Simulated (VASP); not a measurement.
TiCo:

```
Co Ti
1.0
     3.04468    0.00000    0.00000
     0.00000    3.04468    0.00000
     0.00000    0.00000    3.04468
Co Ti
1 1
Cartesian
  1.5223 1.5223 1.5223
  0.0000 0.0000 0.0000
```

Program: VASP 6.6.1. Alike in all runs: task single point; spin collinear, ferromagnetic start; cell as given; cutoff (eV) 520; smearing fermi-dirac 0.05 eV.

Problem. Order these runs on this cell by their pressure, lowest first.
A. level PBEsol; potentials or basis VASP PAW PBE potentials, release 64 (Co, Ti_sv); k mesh 9 × 9 × 9
B. level LDA; potentials or basis VASP PAW LDA potentials, release 64 (Co, Ti_sv); k mesh 9 × 9 × 9
C. level PBE0; potentials or basis VASP PAW PBE potentials, release 64 (Co, Ti_sv); k mesh 4 × 4 × 4; grid for exact exchange (PRECFOCK) Normal

Solution. B (-22.0 GPa), A (-15.9 GPa), C (-7.5 GPa).

Caveats: some runs use coarse meshes; the PAW data sets were made with another functional, which shifts forces and pressure a little (some runs).
